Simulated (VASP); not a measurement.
# KI in VASP: a series of runs, part 3 of 3

VASP 6.6.1.

### 4 Electric field gradients, PBE (x and y stretched by +1 %, z held)

The input, INCAR:

```
PREC     = Accurate       # precision mode
ENCUT    = 520            # plane-wave cutoff, eV
EDIFF    = 1E-8           # SCF threshold, eV
ISMEAR   = -1             # smearing method
SIGMA    = 0.01           # smearing width, eV
LREAL    = F              # projectors in reciprocal space
LASPH    = T              # aspherical terms in the spheres
NELM     = 100            # most SCF steps
ALGO     = Normal         # electronic algorithm
ISIF     = 2              # what is computed and relaxed
LWAVE    = F              # write WAVECAR
LCHARG   = F              # write CHGCAR
GGA      = PE             # functional
LEFG     = T            
NBANDS   = 15             # bands
```

The input, KPOINTS:

```
regular mesh
0
Gamma
  8 8 8
```

The input, POSCAR:

```
KI
1.0
    0.0000000000      3.5597955000      3.5245500000
    3.5597955000      0.0000000000      3.5245500000
    3.5597955000      3.5597955000      0.0000000000
K I
1 1
Direct
    0.0000000000      0.0000000000      0.0000000000
    0.5000000000      0.5000000000      0.5000000000
```

Potentials or basis: VASP PAW PBE potentials, release 64 (K_sv, I).

The run is started by

```sh
$ cat potpaw_PBE.64/K_sv/POTCAR potpaw_PBE.64/I/POTCAR > POTCAR
$ mpirun -np 1 vasp_std > vasp.out
```

OUTCAR:

```text
PREC = Accurate
   ENCUT = 520
   EDIFF = 1E-8
   ISMEAR = -1
   LREAL = F
   LASPH = T
   NELM = 100
   ISIF = 2
   GGA = PE

 ion  position               nearest neighbor table
   1  0.000  0.000  0.000-   2 3.52   2 3.52   2 3.56   2 3.56   2 3.56   2 3.56
   2  0.500  0.500  0.500-   1 3.52   1 3.52   1 3.56   1 3.56   1 3.56   1 3.56

  LATTYP: Found a body centered tetragonal cell.
 ALAT       =     5.0343110754
 C/A-ratio  =     1.4002114479

  Lattice vectors:

 A1 = (   0.0000000000,  -3.5597955000,  -3.5245500000)
 A2 = (   0.0000000000,   3.5597955000,  -3.5245500000)
 A3 = (   3.5597955000,   0.0000000000,   3.5245500000)

Analysis of symmetry for initial positions (statically):
=====================================================================
 Subroutine PRICEL returns:
 Original cell was already a primitive cell.

 Routine SETGRP: Setting up the symmetry group for a
 body centered tetragonal supercell.

 Subroutine GETGRP returns: Found 16 space group operations
 (whereof 16 operations were pure point group operations)
 out of a pool of 16 trial point group operations.

The static configuration has the point symmetry D_4h.

Analysis of symmetry for dynamics (positions and initial velocities):
=====================================================================
 Subroutine PRICEL returns:
 Original cell was already a primitive cell.

 Routine SETGRP: Setting up the symmetry group for a
 body centered tetragonal supercell.

 Subroutine GETGRP returns: Found 16 space group operations
[... 577 lines left out ...]
      4     -12.4970      2.00000
      5     -10.7725      2.00000
      6      -1.4854      2.00000
      7      -0.7983      2.00000
      8      -0.7438      2.00000
      9       5.0099      0.00000
     10       6.0208      0.00000
     11       7.1470      0.00000
     12       7.2672      0.00000
     13       7.8234      0.00000
     14       7.9049      0.00000
     15       9.3533      0.00000

 [... further k-points ...]

------------------------ aborting loop because EDIFF is reached ----------------------------------------

  FORCE on cell =-STRESS in cart. coord.  units (eV):
  Direction    XX          YY          ZZ          XY          YZ          ZX
  --------------------------------------------------------------------------------------
  -------------------------------------------------------------------------------------
  Total        0.2018968      0.2018968      0.3435134      0.0000000      0.0000000      0.0000000
  in kB        3.6212318      3.6212318      6.1612736      0.0000000      0.0000000      0.0000000
  external PRESSURE =       4.4679124 kB  Pullay stress =       0.0000000 kB

 VOLUME and BASIS-vectors are now :
 -----------------------------------------------------------------------------
  energy-cutoff  :      520.00
  volume of cell :       89.33
      direct lattice vectors                 reciprocal lattice vectors
     0.000000000  3.559795500  3.524550000    -0.140457507  0.140457507  0.141862082
     3.559795500  0.000000000  3.524550000     0.140457507 -0.140457507  0.141862082
     3.559795500  3.559795500  0.000000000     0.140457507  0.140457507 -0.141862082

 POSITION                                       TOTAL-FORCE (eV/Angst)
 -----------------------------------------------------------------------------------
      0.00000      0.00000      0.00000        -0.000000     -0.000000      0.000000
      3.55980      3.55980      3.52455         0.000000      0.000000     -0.000000
 -----------------------------------------------------------------------------------
    total drift:                                0.000000     -0.000000     -0.000000

  FREE ENERGIE OF THE ION-ELECTRON SYSTEM (eV)
  ---------------------------------------------------
  free  energy   TOTEN  =        -5.5597948762 eV

  energy  without entropy=       -5.5597948762  energy(sigma->0) =       -5.55979488

 Electric field gradients (V/A^2)
---------------------------------------------------------------------
 ion       V_xx      V_yy      V_zz      V_xy      V_xz      V_yz
---------------------------------------------------------------------
   1       0.714     0.714    -1.428    -0.000    -0.000    -0.000
   2       1.061     1.061    -2.122    -0.000    -0.000    -0.000
---------------------------------------------------------------------

 Electric field gradients after diagonalization (V/A^2)
 (convention: |V_zz| > |V_xx| > |V_yy|)
----------------------------------------------------------------------
 ion       V_xx      V_yy      V_zz     asymmetry (V_yy - V_xx)/ V_zz
----------------------------------------------------------------------
   1       0.714     0.714    -1.428       0.000
   2       1.061     1.061    -2.122       0.000
----------------------------------------------------------------------

           NMR quadrupolar parameters

 Cq : quadrupolar parameter    Cq=e*Q*V_zz/h
 eta: asymmetry parameters     (V_yy - V_xx)/ V_zz
 Q  : nuclear electric quadrupole moment in mb (millibarn)
----------------------------------------------------------------------
 ion       Cq(MHz)       eta       Q (mb)
----------------------------------------------------------------------
   1      -0.003       0.000       1.000
   2      -0.005       0.000       1.000
----------------------------------------------------------------------
```

OSZICAR:

```text
N       E                     dE             d eps       ncg     rms          rms(c)
DAV:   1     0.893683314352E+02    0.89368E+02   -0.64536E+03  1770   0.905E+02
DAV:   2     0.121394784668E+00   -0.89247E+02   -0.83524E+02  2262   0.212E+02
DAV:   3    -0.533453612801E+01   -0.54559E+01   -0.54306E+01  2513   0.458E+01
DAV:   4    -0.564104617372E+01   -0.30651E+00   -0.30640E+00  2902   0.913E+00
DAV:   5    -0.564280454282E+01   -0.17584E-02   -0.17583E-02  2531   0.752E-01    0.298E+00
DAV:   6    -0.555808593844E+01    0.84719E-01   -0.95954E-02  2323   0.178E+00    0.213E+00
DAV:   7    -0.555377886390E+01    0.43071E-02   -0.11350E-01  2449   0.168E+00    0.785E-01
DAV:   8    -0.555915054629E+01   -0.53717E-02   -0.12096E-02  1947   0.709E-01    0.130E-01
DAV:   9    -0.555963463502E+01   -0.48409E-03   -0.94551E-04  2519   0.178E-01    0.771E-02
DAV:  10    -0.555974478460E+01   -0.11015E-03   -0.11296E-04  2234   0.574E-02    0.213E-02
DAV:  11    -0.555979471308E+01   -0.49928E-04   -0.62979E-05  2134   0.465E-02    0.185E-02
DAV:  12    -0.555979453185E+01    0.18123E-06   -0.26115E-06  2428   0.126E-02    0.105E-02
DAV:  13    -0.555979470015E+01   -0.16830E-06   -0.64952E-07  2197   0.423E-03    0.305E-03
DAV:  14    -0.555979490184E+01   -0.20169E-06   -0.25804E-07  2337   0.253E-03    0.145E-03
DAV:  15    -0.555979484143E+01    0.60410E-07   -0.13141E-08  2048   0.827E-04    0.896E-04
DAV:  16    -0.555979486213E+01   -0.20703E-07   -0.27773E-09  1809   0.329E-04    0.262E-04
DAV:  17    -0.555979487388E+01   -0.11750E-07   -0.54729E-10  1578   0.137E-04    0.386E-05
DAV:  18    -0.555979487625E+01   -0.23688E-08   -0.77000E-11  1354   0.666E-05
   1 F= -.55597949E+01 E0= -.55597949E+01  d E =-.784882E-13
```

Run time: 3.9 min. Hardware: 1 thread of Intel Xeon 8259CL, shared host; peak memory 0.28 GiB.

Results:

| Quantity | Value |
| --- | --- |
| Free energy | -5.5598 eV |
| Pressure | 0.4 GPa |
| Band gap on the k mesh | 3.93 eV |
| Largest electric field gradient by atom | K -1.4; I -2.1 V/Å² |

Stress tensor (GPa, compression positive):
```
0.36 0.00 0.00
0.00 0.36 0.00
0.00 0.00 0.62
```

Electric field gradients, principal values (V/Å²):
```csv
atom,least,middle,greatest (by size)
1 K,0.714,0.714,-1.428
2 I,1.061,1.061,-2.122
```

Caveat: the cell differs from its parent crystal (x and y stretched by +1 %, z held); without QUAD_EFG the Cq values of the log hold for a quadrupole moment of 1 mb, not for the nuclei; spin-orbit coupling is left out, which moves the levels of the heavy elements. A k mesh can miss the band edges.

### 5 Electric field gradients, PBE (x and y stretched by +2 %, z held)

The input, INCAR:

```
PREC = Accurate ; ENCUT = 520
EDIFF = 1E-8 ; ISMEAR = -1
SIGMA = 0.01 ; LREAL = F
LASPH = T ; NELM = 80
ALGO = Normal ; ISIF = 2
LWAVE = F ; LCHARG = F
GGA = PE ; LEFG = T
NBANDS = 15
```

The input, KPOINTS:

```
Automatic mesh
0
Gamma
  8 8 8
```

The input, POSCAR:

```
KI
1.0
    0.0000000000      3.5950410000      3.5245500000
    3.5950410000      0.0000000000      3.5245500000
    3.5950410000      3.5950410000      0.0000000000
K I
1 1
Direct
    0.0000000000      0.0000000000      0.0000000000
    0.5000000000      0.5000000000      0.5000000000
```

Potentials or basis: VASP PAW PBE potentials, release 64 (K_sv, I).

The run is started by

```sh
$ cat potpaw_PBE.64/K_sv/POTCAR potpaw_PBE.64/I/POTCAR > POTCAR
$ mpirun -np 1 vasp_std > vasp.out
```

OUTCAR:

```text
PREC = Accurate
   ENCUT = 520
   EDIFF = 1E-8
   ISMEAR = -1
   LREAL = F
   LASPH = T
   NELM = 80
   ISIF = 2
   GGA = PE

 ion  position               nearest neighbor table
   1  0.000  0.000  0.000-   2 3.52   2 3.52   2 3.60   2 3.60   2 3.60   2 3.60
   2  0.500  0.500  0.500-   1 3.52   1 3.52   1 3.60   1 3.60   1 3.60   1 3.60

  LATTYP: Found a body centered tetragonal cell.
 ALAT       =     5.0841557395
 C/A-ratio  =     1.3864838847

  Lattice vectors:

 A1 = (   0.0000000000,  -3.5950410000,  -3.5245500000)
 A2 = (   0.0000000000,   3.5950410000,  -3.5245500000)
 A3 = (   3.5950410000,   0.0000000000,   3.5245500000)

Analysis of symmetry for initial positions (statically):
=====================================================================
 Subroutine PRICEL returns:
 Original cell was already a primitive cell.
[... 623 lines left out ...]
  energy-cutoff  :      520.00
  volume of cell :       91.10
      direct lattice vectors                 reciprocal lattice vectors
     0.000000000  3.595041000  3.524550000    -0.139080472  0.139080472  0.141862082
     3.595041000  0.000000000  3.524550000     0.139080472 -0.139080472  0.141862082
     3.595041000  3.595041000  0.000000000     0.139080472  0.139080472 -0.141862082

 POSITION                                       TOTAL-FORCE (eV/Angst)
 -----------------------------------------------------------------------------------
      0.00000      0.00000      0.00000        -0.000000     -0.000000      0.000000
      3.59504      3.59504      3.52455         0.000000      0.000000      0.000000
 -----------------------------------------------------------------------------------
    total drift:                                0.000000     -0.000000     -0.000000

  FREE ENERGIE OF THE ION-ELECTRON SYSTEM (eV)
  ---------------------------------------------------
  free  energy   TOTEN  =        -5.5622640338 eV

  energy  without entropy=       -5.5622640338  energy(sigma->0) =       -5.56226403

 Electric field gradients (V/A^2)
---------------------------------------------------------------------
 ion       V_xx      V_yy      V_zz      V_xy      V_xz      V_yz
---------------------------------------------------------------------
   1       1.391     1.391    -2.783    -0.000    -0.000    -0.000
   2       1.867     1.867    -3.734    -0.000    -0.000    -0.000
---------------------------------------------------------------------

 Electric field gradients after diagonalization (V/A^2)
 (convention: |V_zz| > |V_xx| > |V_yy|)
----------------------------------------------------------------------
 ion       V_xx      V_yy      V_zz     asymmetry (V_yy - V_xx)/ V_zz
----------------------------------------------------------------------
   1       1.392     1.391    -2.783       0.000
   2       1.867     1.867    -3.734       0.000
----------------------------------------------------------------------

           NMR quadrupolar parameters

 Cq : quadrupolar parameter    Cq=e*Q*V_zz/h
 eta: asymmetry parameters     (V_yy - V_xx)/ V_zz
 Q  : nuclear electric quadrupole moment in mb (millibarn)
----------------------------------------------------------------------
 ion       Cq(MHz)       eta       Q (mb)
----------------------------------------------------------------------
   1      -0.007       0.000       1.000
   2      -0.009       0.000       1.000
----------------------------------------------------------------------
```

It took 3 min on 1 thread of Intel Xeon 8259CL, shared host; peak memory 0.28 GiB.

Results:

| Quantity | Value |
| --- | --- |
| Free energy | -5.5623 eV |
| Pressure | 0.2 GPa |
| Band gap on the k mesh | 3.89 eV |
| Largest electric field gradient by atom | K -2.8; I -3.7 V/Å² |

Stress tensor (GPa, compression positive):
```
0.06 0.00 0.00
0.00 0.06 0.00
0.00 0.00 0.53
```

Levels at points of the mesh, in eV from the valence-band top:
```
           k point  band 4  band 5  band 6  band 7  band 8  band 9  band 10  band 11  band 12  band 13
(0.00, 0.00, 0.00)  -12.04  -10.46    0.00    0.00    0.00    3.89     6.47     6.47     6.58     7.16
(0.50, 0.00, 0.00)  -12.05  -10.22   -1.25   -0.31   -0.31    5.49     7.61     8.00     8.15     8.64
(0.50, 0.50, 0.00)  -12.06  -10.32   -0.94   -0.37   -0.37    4.97     5.70     8.09     8.61     8.70
(0.50, 0.00, 0.50)  -12.06  -10.33   -0.95   -0.35   -0.33    4.99     5.69     8.04     8.61     8.61
```

Electric field gradients, principal values (V/Å²):
```tsv
atom	least	middle	greatest (by size)
1 K	1.391	1.392	-2.783
2 I	1.867	1.867	-3.734
```

Caveat: the cell differs from its parent crystal (x and y stretched by +2 %, z held); without QUAD_EFG the Cq values of the log hold for a quadrupole moment of 1 mb, not for the nuclei; spin-orbit coupling is left out, which moves the levels of the heavy elements.

### 6 Summary

```tsv
cell	gap on the mesh (eV)	pressure (GPa)
a = 5.082 Å, angles 60.0°, 2 atoms, atomic positions A	3.85	0.0
a = 4.984 Å, angles 60.0°, 2 atoms, atomic positions B	3.98	0.8
a = 5.009, b = 5.009, c = 5.034 Å, angles 59.8, 59.8, 60.3°, 2 atoms, atomic positions A	3.93	0.4
a = 5.035, b = 5.035, c = 5.084 Å, angles 59.7, 59.7, 60.7°, 2 atoms, atomic positions A	3.89	0.2
```

Alike in all rows: task electric field gradients; level PBE; potentials or basis VASP PAW PBE potentials, release 64 (K_sv, I); no spin polarisation; k mesh 8 × 8 × 8; cutoff (eV) 520; smearing fermi-dirac 0.01 eV.

Caveats: spin-orbit coupling is left out, which moves the levels of the heavy elements.

Absolute energies hang on the potentials; compare differences alone.
